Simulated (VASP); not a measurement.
# Ta (P6_3/mmc) in VASP: notebook

Ta is run at these levels: LDA; tasks: single point.

All numbers are computed with VASP 6.6.1; they aren't measurements. Logs are shortened: lines on timing, memory, paths and dates and some standing lists are left out, and cuts for length are marked.

### 1 The cell of the first run

Symmetry: P6_3/mmc, No. 194, hexagonal system. Conventional cell: a = 2.900 Å, b = 2.900 Å, c = 5.166 Å, α = 90.00°, β = 90.00°, γ = 120.00°. Within 3.8 Å of Ta (site symmetry -6m2) lie 12 Ta at 2.90 to 3.08 Å.

### 2 Single point, LDA, collinear spin, ferromagnetic start

Contents of INCAR:

```
SYSTEM = Ta
PREC = Accurate
ENCUT = 520
EDIFF = 1E-6
ISMEAR = -1
SIGMA = 0.05
LREAL = .FALSE.
LASPH = .TRUE.
NELM = 150
ALGO = Normal
ISIF = 2
LWAVE = .FALSE.
LCHARG = .FALSE.
ISPIN = 2
MAGMOM = 0.3 0.3
LORBIT = 11
NUPDOWN = 0.6
LMAXMIX = 4
GGA = CA
NBANDS = 22
```

Contents of KPOINTS:

```
regular mesh
0
G
  11 11 6
  0 0 0
```

Contents of POSCAR:

```
Ta
1.0
    2.9003720726      0.0000000000      0.0000000000
   -1.4501860363      2.5117958953      0.0000000000
    0.0000000000      0.0000000000      5.1662740000
Ta
2
Direct
    0.6666666667      0.3333333333      0.7500000000
    0.3333333333      0.6666666667      0.2500000000
```

Potentials or basis: VASP PAW LDA potentials, release 64 (Ta_pv).

Run with:

```bash
$ cat potpaw_LDA.64/Ta_pv/POTCAR > POTCAR
$ mpirun -np 1 vasp_std > vasp.out
```

OUTCAR:

```text
SYSTEM = Ta
   PREC = Accurate
   ENCUT = 520
   EDIFF = 1E-6
   ISMEAR = -1
   LREAL = .FALSE.
   LASPH = .TRUE.
   NELM = 150
   ISIF = 2
   ISPIN = 2
   LORBIT = 11
   NUPDOWN = 0.6
   GGA = CA

 ion  position               nearest neighbor table
   1  0.667  0.333  0.750-   2 3.08   2 3.08   2 3.08   2 3.08   2 3.08   2 3.08
   2  0.333  0.667  0.250-   1 3.08   1 3.08   1 3.08   1 3.08   1 3.08   1 3.08

  LATTYP: Found a hexagonal cell.
 ALAT       =     2.9003720726
 C/A-ratio  =     1.7812452577

  Lattice vectors:

 A1 = (   2.9003720726,   0.0000000000,   0.0000000000)
 A2 = (  -1.4501860363,   2.5117958953,   0.0000000000)
 A3 = (   0.0000000000,   0.0000000000,   5.1662740000)

Analysis of symmetry for initial positions (statically):
=====================================================================
 Subroutine PRICEL returns:
 Original cell was already a primitive cell.

 Routine SETGRP: Setting up the symmetry group for a
 hexagonal supercell.

 Subroutine GETGRP returns: Found 24 space group operations
 (whereof 12 operations were pure point group operations)
 out of a pool of 24 trial point group operations.

The static configuration has the point symmetry D_3d.
 The point group associated with its full space group is D_6h.

Analysis of symmetry for dynamics (positions and initial velocities):
=====================================================================
 Subroutine PRICEL returns:
 Original cell was already a primitive cell.

 Routine SETGRP: Setting up the symmetry group for a
 hexagonal supercell.

 Subroutine GETGRP returns: Found 24 space group operations
 (whereof 12 operations were pure point group operations)
 out of a pool of 24 trial point group operations.

The dynamic configuration has the point symmetry D_3d.
 The point group associated with its full space group is D_6h.

Analysis of structural, dynamic, and magnetic symmetry:
=====================================================================
 Subroutine PRICEL returns:
 Original cell was already a primitive cell.

 Routine SETGRP: Setting up the symmetry group for a
 hexagonal supercell.

 Subroutine GETGRP returns: Found 24 space group operations
 (whereof 12 operations were pure point group operations)
 out of a pool of 24 trial point group operations.

The overall configuration has the point symmetry D_3d.
 The point group associated with its full space group is D_6h.

 Subroutine INISYM returns: Found 24 space group operations
 (whereof 12 operations are pure point group operations),
 and found     1 'primitive' translations

----------------------------------------------------------------------------------------

                                     Primitive cell

  volume of cell :      37.6370

  direct lattice vectors                    reciprocal lattice vectors
     2.900372073  0.000000000  0.000000000     0.344783350  0.199060760  0.000000000
    -1.450186036  2.511795895  0.000000000     0.000000000  0.398121520  0.000000000
     0.000000000  0.000000000  5.166274000     0.000000000  0.000000000  0.193563098

  length of vectors
     2.900372073  2.900372073  5.166274000     0.398121520  0.398121520  0.193563098

  position of ions in fractional coordinates (direct lattice)
     0.666666667  0.333333333  0.750000000
     0.333333333  0.666666667  0.250000000

  ion indices of the primitive-cell ions
   primitive index   ion index
                 1           1
                 2           2

----------------------------------------------------------------------------------------

 KPOINTS: regular mesh

Automatic generation of k-mesh.
 Grid dimensions read from file:
 generate k-points for:   11   11    6

 Generating k-lattice:

  Cartesian coordinates                     Fractional coordinates (reciprocal lattice)
     0.031343941  0.018096433  0.000000000     0.090909091 -0.000000000  0.000000000
     0.000000000  0.036192865  0.000000000     0.000000000  0.090909091  0.000000000
     0.000000000  0.000000000  0.032260516     0.000000000  0.000000000  0.166666667

  Length of vectors
     0.036192865  0.036192865  0.032260516

  Shift w.r.t. Gamma in fractional coordinates (k-lattice)
     0.000000000  0.000000000  0.000000000

 Subroutine IBZKPT returns following result:
 ===========================================

 Found     64 irreducible k-points:

 Following reciprocal coordinates:
            Coordinates               Weight
  0.000000  0.000000  0.000000      1.000000
  0.090909  0.000000  0.000000      6.000000
  0.181818  0.000000  0.000000      6.000000
  0.272727  0.000000  0.000000      6.000000
  0.363636  0.000000  0.000000      6.000000
  0.454545  0.000000  0.000000      6.000000
[... 16 lines left out ...]
  0.090909  0.090909  0.166667     12.000000
  0.181818  0.090909  0.166667     24.000000
 [... further k-points ...]
   k-points           NKPTS =     64   k-points in BZ     NKDIM =     64   number of bands    NBANDS=     22
   number of dos      NEDOS =    301   number of ions     NIONS =      2
   total plane-waves  NPLWV =  23040
   dimension x,y,z NGX =    24 NGY =   24 NGZ =   40
   dimension x,y,z NGXF=    48 NGYF=   48 NGZF=   80
   ions per type =               2
   NGX,Y,Z   is equivalent  to a cutoff of  13.76, 13.76, 12.87 a.u.
   NGXF,Y,Z  is equivalent  to a cutoff of  27.51, 27.51, 25.74 a.u.
 SYSTEM =  Ta
   PREC   = accura    normal or accurate (medium, high low for compatibility)
   ISTART =      0    job   : 0-new  1-cont  2-samecut
   ICHARG =      2    charge: 1-file 2-atom 10-const
   ISPIN  =      2    spin polarized calculation?
   LNONCOLLINEAR =      F non collinear calculations
   LSORBIT =      F    spin-orbit coupling
   LASPH  =      T    aspherical Exc in radial PAW
   ENCUT  =  520.0 eV  38.22 Ry    6.18 a.u.   5.39  5.39  9.61*2*pi/ulx,y,z
   NELM   =    150;   NELMIN=  2; NELMDL= -5     # of ELM steps
   EDIFF  = 0.1E-05   stopping-criterion for ELM
   LREAL  =      F    real-space projection
   EDIFFG = 0.1E-04   stopping-criterion for IOM
   NSW    =      0    number of steps for IOM
   IBRION =     -1    ionic relax: 0-MD 1-quasi-New 2-CG
   NFREE  =      0    steps in history (QN), initial steepest desc. (CG)
   ISIF   =      2    stress and relaxation
   ISYM   =      2    0-nonsym 1-usesym 2-fastsym
   POTIM  = 0.5000    time-step for ionic-motion
   TEBEG  =    0.0;   TEEND  =   0.0 temperature during run
   PSTRESS=    0.0 pullay stress
   NELECT =      22.0000    total number of electrons
   NUPDOWN=       0.6000    fix difference up-down
   EMIN   =  10.00;   EMAX   =-10.00  energy-range for DOS
   EFERMI =   0.00;   METHOD = LEGACY
   ISMEAR =    -1;   SIGMA  =   0.05  broadening in eV -4-tet -1-fermi 0-gaus
   EFERMI_NEDOS =   21; number of points for ismear=-14 and -15
   IALGO  =     38    algorithm
   IMIX   =      4    mixing-type and parameters
     AMIX     =   0.40;   BMIX     =  1.00
     AMIX_MAG =   1.60;   BMIX_MAG =  1.00
  volume/ion in A,a.u.               =      18.82       126.99
  Fermi-wavevector in a.u.,A,eV,Ry     =   1.368812  2.586680 25.492516  1.873647
  Thomas-Fermi vector in A             =   2.494743
   LORBIT       =     11    0 simple, 1 ext, 2 COOP (PROOUT), +10 PAW based schemes
   GGA     = CA    functional components
   LHFCALC =     F    Hartree Fock is set to
   AEXX    =    0.0000 exact exchange contribution
   IVDW    =     0    specifies the selected vdW correction
   LEPSILON=     F    determine dielectric tensor
   LRPA    =     F    only Hartree local field effects (RPA)
 spin polarized calculation
  energy-cutoff  :      520.00
  volume of cell :       37.64
 maximum number of plane-waves:      1045
 NGX is ok and might be reduce to    24
   NGX = 11   NGY = 11   NGZ = 19

 number of electron      22.0000003 magnetization       0.6000000

 Free energy of the ion-electron system (eV)
  ---------------------------------------------------
  ext. energy  EPLUGINS =         0.00000000
  ---------------------------------------------------
  free energy    TOTEN  =       -24.92822181 eV

  energy without entropy =      -24.90187329  energy(sigma->0) =      -24.91504755

 E-fermi :   5.2567     XC(G=0): -12.5616

 val. band max:        5.5834473943   @ k =   0.3636   0.0909   0.1667
 cond. band min:       5.2635485847   @ k =   0.2727   0.0909   0.0000
 fundamental gap:     -0.3198988097
 Fermi energy:         5.5932680580

 spin component 1

 k-point     1 :       0.0000    0.0000    0.0000
  band No.  band energies     occupation
      1     -28.9899      1.00000
      2     -28.1617      1.00000
      3     -28.0510      1.00000
      4     -28.0510      1.00000
      5     -27.9674      1.00000
      6     -27.9674      1.00000
[... 14 lines left out ...]
     21      18.5700      0.00000
     22      18.5721      0.00000
[... 552 lines left out ...]
  band No.  band energies     occupation
      1     -28.7980      1.00000
      2     -28.5132      1.00000
      3     -28.4808      1.00000
      4     -28.2242      1.00000
      5     -28.1742      1.00000
      6     -28.0980      1.00000
[... 14 lines left out ...]
     21      18.5712      0.00000
     22      20.1446      0.00000

 [... further k-points ...]

 spin component 2

 k-point     1 :       0.0000    0.0000    0.0000
  band No.  band energies     occupation
      1     -28.8866      1.00000
      2     -28.0634      1.00000
      3     -27.9486      1.00000
      4     -27.9486      1.00000
      5     -27.8654      1.00000
      6     -27.8654      1.00000
[... 14 lines left out ...]
     21      18.6710      0.00000
     22      18.6722      0.00000
[... 552 lines left out ...]
  band No.  band energies     occupation
      1     -28.6956      1.00000
      2     -28.4078      1.00000
      3     -28.3757      1.00000
      4     -28.1243      1.00000
      5     -28.0718      1.00000
      6     -27.9952      1.00000
[... 14 lines left out ...]
     21      18.6714      0.00000
     22      20.3026      0.00000

 [... further k-points ...]

------------------------ aborting loop because EDIFF is reached ----------------------------------------

  FORCE on cell =-STRESS in cart. coord.  units (eV):
  Direction    XX          YY          ZZ          XY          YZ          ZX
  --------------------------------------------------------------------------------------
  -------------------------------------------------------------------------------------
  Total       -2.6196946     -2.6196946     -2.3124357      0.0000000      0.0000000      0.0000000
  in kB     -111.5182008   -111.5182008    -98.4384448      0.0000000      0.0000000      0.0000000
  external PRESSURE =    -107.1582822 kB  Pullay stress =       0.0000000 kB

 VOLUME and BASIS-vectors are now :
 -----------------------------------------------------------------------------
  energy-cutoff  :      520.00
  volume of cell :       37.64
      direct lattice vectors                 reciprocal lattice vectors
     2.900372073  0.000000000  0.000000000     0.344783350  0.199060760  0.000000000
    -1.450186036  2.511795895  0.000000000     0.000000000  0.398121520  0.000000000
     0.000000000  0.000000000  5.166274000     0.000000000  0.000000000  0.193563098

 POSITION                                       TOTAL-FORCE (eV/Angst)
 -----------------------------------------------------------------------------------
      1.45019      0.83727      3.87471         0.000000      0.000000      0.000000
     -0.00000      1.67453      1.29157        -0.000000     -0.000000      0.000000
 -----------------------------------------------------------------------------------
    total drift:                               -0.000000      0.000000     -0.000000

  FREE ENERGIE OF THE ION-ELECTRON SYSTEM (eV)
  ---------------------------------------------------
  free  energy   TOTEN  =       -24.9282218121 eV

  energy  without entropy=      -24.9018732931  energy(sigma->0) =      -24.91504755

 total charge

# of ion       s       p       d       tot
------------------------------------------
    1        0.375   6.153   2.362   8.890
    2        0.375   6.153   2.362   8.890
--------------------------------------------------
tot          0.750  12.305   4.725  17.779

 magnetization (x)

# of ion       s       p       d       tot
------------------------------------------
    1        0.004   0.021   0.174   0.199
    2        0.004   0.021   0.174   0.199
--------------------------------------------------
tot          0.009   0.041   0.348   0.398
```

Run time: 3 min. Hardware: 1 thread of AMD EPYC 7R13, shared host; peak memory 0.17 GiB.

Results:

* Free energy: -24.9282 eV
* Pressure: -10.7 GPa
* Net moment: 0.60 μB per cell
* Site moments: Ta +0.20 μB
* Valence electrons inside the program's atomic spheres: Ta 8.89

Stress tensor (GPa, compression positive):
```
-11.15   0.00   0.00
  0.00 -11.15   0.00
  0.00   0.00  -9.84
```

Caveat: spin-orbit coupling is left out, which moves the levels of the heavy elements; the total moment is fixed, so each spin has its own Fermi level.

### 3 Single point, LDA, collinear spin, ferromagnetic start

Contents of INCAR:

```
PREC     = Accurate       # precision mode
ENCUT    = 520            # plane-wave cutoff, eV
EDIFF    = 1E-6           # SCF threshold, eV
ISMEAR   = -1             # smearing method
SIGMA    = 0.05           # smearing width, eV
LREAL    = False          # projectors in reciprocal space
LASPH    = True           # aspherical terms in the spheres
NELM     = 150            # most SCF steps
ALGO     = Normal         # electronic algorithm
ISIF     = 2              # what is computed and relaxed
LWAVE    = False          # write WAVECAR
LCHARG   = False          # write CHGCAR
ISPIN    = 2              # spin polarisation
MAGMOM   = 0.5 0.5        # initial moments
LORBIT   = 11             # projections on sites
NUPDOWN  = 1.0            # fixed moment
LMAXMIX  = 4              # l up to which the mixer works
GGA      = CA             # functional
NBANDS   = 22             # bands
```

Contents of KPOINTS:

```
Automatic mesh
0
Gamma
  11 11 6
```

POSCAR is that of step 2.

Potentials or basis: VASP PAW LDA potentials, release 64 (Ta_pv).

Run with:

```bash
$ cat potpaw_LDA.64/Ta_pv/POTCAR > POTCAR
$ mpirun -np 1 vasp_std > vasp.out
```

Run time: 2.9 min. Hardware: 1 thread of AMD EPYC 7R13, shared host; peak memory 0.17 GiB.

The run converged. Its results:

```yaml
Free_energy: -24.8483 eV
Pressure: -10.1 GPa
Net_moment: 1.00 μB per cell
Site_moments: Ta +0.33 μB
Valence_electrons_inside_the_program's_atomic_spheres: Ta 8.89
```

Stress tensor (GPa, compression positive):
```
-10.38   0.00   0.00
  0.00 -10.38   0.00
  0.00   0.00  -9.53
```

Caveat: spin-orbit coupling is left out, which moves the levels of the heavy elements; the total moment is fixed, so each spin has its own Fermi level.

### 4 Single point, LDA, collinear spin, ferromagnetic start

Contents of INCAR:

```
SYSTEM = Ta
ALGO = Normal
EDIFF = 1E-7
ENCUT = 520
GGA = CA
ISIF = 2
ISMEAR = -1
ISPIN = 2
LASPH = .True.
LCHARG = .False.
LMAXMIX = 4
LORBIT = 11
LREAL = .False.
LWAVE = .False.
MAGMOM = 0.8 0.8
NBANDS = 22
NELM = 150
NUPDOWN = 1.6
PREC = Accurate
SIGMA = 0.05
```

Contents of KPOINTS:

```
k-points
0
Gamma
  11 11 6
  0 0 0
```

POSCAR is that of step 3.

Run with:

```bash
$ cat potpaw_LDA.64/Ta_pv/POTCAR > POTCAR
$ mpirun -np 1 vasp_std > vasp.out
```

Wall time 3.2 min (1 thread of AMD EPYC 7R13, shared host); peak memory 0.17 GiB.

Results (log left out):

* Free energy: -24.6693 eV
* Pressure: -8.7 GPa
* Net moment: 1.60 μB per cell
* Site moments: Ta +0.53 μB
* Valence electrons inside the program's atomic spheres: Ta 8.89

Caveat: spin-orbit coupling is left out, which moves the levels of the heavy elements; the total moment is fixed, so each spin has its own Fermi level.

### 5 Overview

```tsv
fixed moment (μB)	pressure (GPa)	moment (μB)
0.6	-10.7	0.60
1.0	-10.1	1.00
1.6	-8.7	1.60
```

Alike in all rows: task single point; level LDA; potentials or basis VASP PAW LDA potentials, release 64 (Ta_pv); spin collinear, ferromagnetic start; cell as given; k mesh 11 × 11 × 6; cutoff (eV) 520; smearing fermi-dirac 0.05 eV.

Caveats: spin-orbit coupling is left out, which moves the levels of the heavy elements; the total moment is fixed, so each spin has its own Fermi level.

Total energies depend on the potentials used, so only differences within one code and one set of settings carry meaning.
